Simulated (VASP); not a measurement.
Write the native input for VASP 6.6.1 that does the following.

```
Task                   : relaxation of cell and atoms
Functional             : PBEsol
Dispersion             : D3(BJ)
Potentials or basis    : VASP PAW PBE potentials, release 64 (Sb)
Cutoff                 : 600 eV
k mesh                 : 10 × 10 × 10
Occupations            : fermi-dirac, width 0.05 eV
Spin                   : no spin polarisation
Dipole correction      : no
Further INCAR settings : ALGO = Normal; EDIFF = 1e-06; IBRION = 2; EDIFFG = -0.01; NSW = 60; ISIF = 3
```

The structure of Sb lies in POSCAR:

```
Sb
1.0
   -1.8713408863      1.8713408863      1.8713408863
    1.8713408863     -1.8713408863      1.8713408863
    1.8713408863      1.8713408863     -1.8713408863
Sb
1
Direct
    0.0000000000      0.0000000000      0.0000000000
```

One way to write it, as run:

INCAR

```
SYSTEM = Sb
PREC = Accurate ; ENCUT = 600
EDIFF = 1E-6 ; ISMEAR = -1
SIGMA = 0.05 ; LREAL = .FALSE.
LASPH = .TRUE. ; NELM = 100
ALGO = Normal ; ISIF = 3
LWAVE = .FALSE. ; LCHARG = .FALSE.
GGA = PS ; IVDW = 12
IBRION = 2 ; NSW = 60
EDIFFG = -0.01
```

KPOINTS

```
Automatic mesh
0
G
  10 10 10
  0 0 0
```

Potentials or basis: VASP PAW PBE potentials, release 64 (Sb).

The run is started by

```console
$ cat potpaw_PBE.64/Sb/POTCAR > POTCAR
$ mpirun -np 1 vasp_std > vasp.out
```

It gave:

The relaxed volume is 24.95 Å³/atom and the relaxed cell is a = 3.188 Å, b = 3.188 Å, c = 3.188 Å, α = 109.47°, β = 109.47°, γ = 109.47°. The space group after relaxing (to 0.05 Å) is Im-3m (No. 229), the energy gained by relaxing is 13.8 meV/atom and the ionic steps are 3. The pressure after relaxing is 0.0 GPa and the dispersion energy per atom is -0.548 eV.

Caveat: the PAW data sets were made with another functional, which shifts forces and pressure a little; pairwise dispersion overbinds metals, which lowers pressure and volume.

Wall time 27 s on 1 thread of Intel Xeon 8259CL, on a shared host, peak memory 0.17 GiB.
